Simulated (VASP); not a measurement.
Crystal: Na2Al2O.

```
CELL_PARAMETERS angstrom
2.20712 1.27428 6.58372
-2.20712 1.27428 6.58372
0.00000 -2.54856 6.58372
ATOMIC_POSITIONS crystal
Na 0.61314 0.61314 0.61314
Na 0.38686 0.38686 0.38686
Al 0.18703 0.18703 0.18703
Al 0.81297 0.81297 0.81297
O 0.50000 0.50000 0.50000
```

| Item | Value |
| --- | --- |
| Program | VASP 6.6.1 |
| Task | relaxation of cell and atoms |
| Functional | PBE |
| Potentials or basis | VASP PAW PBE potentials, release 64 (Na_pv, Al, O) |
| Cutoff | 600 eV |
| k mesh | 12 × 12 × 12 |
| Occupations | gaussian, width 0.1 eV |
| Spin | no spin polarisation |

At the start: pressure -0.3 GPa; volume 22.22 Å³/atom.

Q: How do energy, volume and symmetry change on relaxing?

A: Over 15 steps the energy falls by 2.0 meV/atom and the volume is 22.07 Å³/atom (-0.7 %); space group R-3m (No. 166, to 0.05 Å).

Step by step:
```tsv
step	energy change (eV)	largest force (eV/Å)	pressure (GPa)	volume (Å³)
1	0.0000	0.0206	-0.33	111.10
2	-0.0023	0.0097	-0.11	110.36
3	-0.0030	0.0271	0.10	109.74
4	-0.0031	0.0295	0.12	109.67
5	-0.0036	0.0338	0.06	109.83
6	-0.0038	0.0657	-0.10	110.32
7	-0.0039	0.0471	-0.05	110.16
8	-0.0044	0.0436	-0.04	110.16
9	-0.0057	0.0372	-0.02	110.19
10	-0.0078	0.0254	0.01	110.22
11	-0.0090	0.0632	0.06	110.23
12	-0.0092	0.0414	0.05	110.23
13	-0.0097	0.0216	-0.05	110.48
14	-0.0099	0.0080	-0.15	110.74
15	-0.0102	0.0067	-0.05	110.33
```

Final structure:
```
Na Al O
1.0
     2.13258    1.23125    7.00295
    -2.13258    1.23125    7.00295
     0.00000   -2.46250    7.00295
Na Al O
2 2 1
Cartesian
  0.0000 0.0000 12.8391
  0.0000 0.0000 8.1697
  0.0000 0.0000 4.0320
  0.0000 0.0000 16.9769
  0.0000 0.0000 10.5044
```
